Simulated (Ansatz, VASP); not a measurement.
**Ge in VASP and in Ansatz**

INCAR

```
PREC = Accurate ; ENCUT = 520
EDIFF = 1E-6 ; ISMEAR = -1
SIGMA = 0.04 ; LREAL = False
LASPH = True ; NELM = 60
ALGO = Normal ; ISIF = 2
LWAVE = False ; LCHARG = False
GGA = PE ; NBANDS = 21
```

Contents of KPOINTS:

```
Automatic mesh
0
Gamma
  6 6 6
```

POSCAR

```
Ge
1.0
    0.0000000000      2.8289100000      2.8289100000
    2.8289100000      0.0000000000      2.8289100000
    2.8289100000      2.8289100000      0.0000000000
Ge
2
Direct
    0.7500000000      0.7500000000      0.7500000000
    0.5000000000      0.5000000000      0.5000000000
```

File input.yaml:

```yaml
crystal:
  lattice:
    - [0.0, 2.82891, 2.82891]
    - [2.82891, 0.0, 2.82891]
    - [2.82891, 2.82891, 0.0]
  atoms:
    - { symbol: Ge, position: [0.75, 0.75, 0.75] }
    - { symbol: Ge, position: [0.5, 0.5, 0.5] }
kpoints:
  mp_grid: { grid: [6, 6, 6] }
scf:
  occupations: { method: fermi_dirac, width: 0.04 }
hamiltonian:
  xc: pbe
  pseudopotentials: { kind: all_electron, lapw: { basis_error: 0.002 } }
output:
  forces: true
  stress: true
  eigenvalues: true
```

Alike in both runs: task single point; functional PBE; k mesh 6 × 6 × 6; occupations fermi-dirac, width 0.04 eV; no spin polarisation.

|  | VASP | Ansatz |
| --- | --- | --- |
| version | VASP 6.6.1 | Ansatz 0.2.0 |
| potentials or method | VASP PAW PBE potentials, release 64 (Ge_d), cutoff 520 eV | all-electron LAPW, scalar-relativistic |

VASP gave:

| Property | Result |
| --- | --- |
| gap on the k mesh at the Fermi level (eV) | none |
| pressure (GPa) | 3.6 |

Estimate Ansatz's values.

gap on the k mesh at the Fermi level (eV): none; pressure (GPa): 3.7.

A gap of «none» marks a metal or a gap that the smearing closes. Ansatz ran all-electron here, and VASP with PAW potentials.

Noted on Ansatz's run: the k mesh is thin for a metal, which can move the energy by tens of meV per atom.
